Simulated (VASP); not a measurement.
# Rb3Pt: single point with PBE

The system is Rb3Pt.

```
CELL_PARAMETERS angstrom
5.49879 0.00000 0.00000
0.00000 5.49879 0.00000
0.00000 0.00000 5.49879
ATOMIC_POSITIONS crystal
Rb 0.00000 0.00000 0.50000
Rb 0.00000 0.50000 0.00000
Rb 0.50000 0.00000 0.00000
Pt 0.50000 0.50000 0.50000
```

```
Program             : VASP 6.6.1
Task                : single point
Functional          : PBE
Potentials or basis : VASP PAW PBE potentials, release 64 (Rb_sv, Pt)
Cutoff              : 500 eV
k mesh              : 3 × 3 × 3
Occupations         : gaussian, width 0.1 eV
Spin                : no spin polarisation
```

```json
{"Pressure": "0.0 GPa"}
```

Levels at points of the mesh, in eV from the Fermi level:
| k point | band 16 | band 17 | band 18 | band 19 | band 20 | band 21 | band 22 | band 23 |
| --- | --- | --- | --- | --- | --- | --- | --- | --- |
| (0.00, 0.00, 0.00) | -1.20 | -1.20 | -1.20 | -0.54 | 2.69 | 2.69 | 2.86 | 2.86 |

It took 28 s on 1 thread of Intel(R) Xeon(R) Platinum 8259CL CPU @ 2.50GHz (Skylake/Cascade Lake) (shared host), peak memory 0.23 GiB.

Caveat: the k points lie up to 0.38 Å⁻¹ apart; spin-orbit coupling is left out, which moves the levels of the heavy elements.
